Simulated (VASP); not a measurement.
Set up this calculation in VASP 6.6.1, as the native input.

- Task: single point
- Functional: LDA
- Potentials or basis: VASP PAW LDA potentials, release 64 (Ru_pv)
- Cutoff: 520 eV
- k mesh: 11 × 11 × 6
- Occupations: fermi-dirac, width 0.05 eV
- Spin: no spin polarisation
- Dipole correction: no
- Further INCAR settings: ALGO = Normal; EDIFF = 1e-06; NBANDS = 21

The structure of Ru lies in POSCAR:

```
Ru
1.0
    2.7588683749      0.0000000000      0.0000000000
   -1.3794341875      2.3892500984      0.0000000000
    0.0000000000      0.0000000000      4.3658801443
Ru
2
Direct
    0.6666666667      0.3333333333      0.7500000000
    0.3333333333      0.6666666667      0.2500000000
```

These files were run (other wordings do the same):

INCAR

```
SYSTEM = Ru
  PREC = Accurate
  ENCUT = 520
  EDIFF = 1E-6
  ISMEAR = -1
  SIGMA = 0.05
  LREAL = .False.
  LASPH = .True.
  NELM = 60
  ALGO = Normal
  ISIF = 2
  LWAVE = .False.
  LCHARG = .False.
  NBANDS = 21
```

KPOINTS

```
Automatic mesh
0
Gamma
  11 11 6
  0 0 0
```

Potentials or basis: VASP PAW LDA potentials, release 64 (Ru_pv).

The run is started by

```bash
$ cat potpaw_LDA.64/Ru_pv/POTCAR > POTCAR
$ mpirun -np 1 vasp_std > vasp.out
```

Results of the run:

The pressure is -27.0 GPa and the band gap on the k mesh is zero (band 14 reaches 13.01 eV, above the bottom of band 15 at 10.20 eV).

Wall time 21 s on 1 thread of Intel Xeon 6975P-C (shared host), peak memory 0.16 GiB.
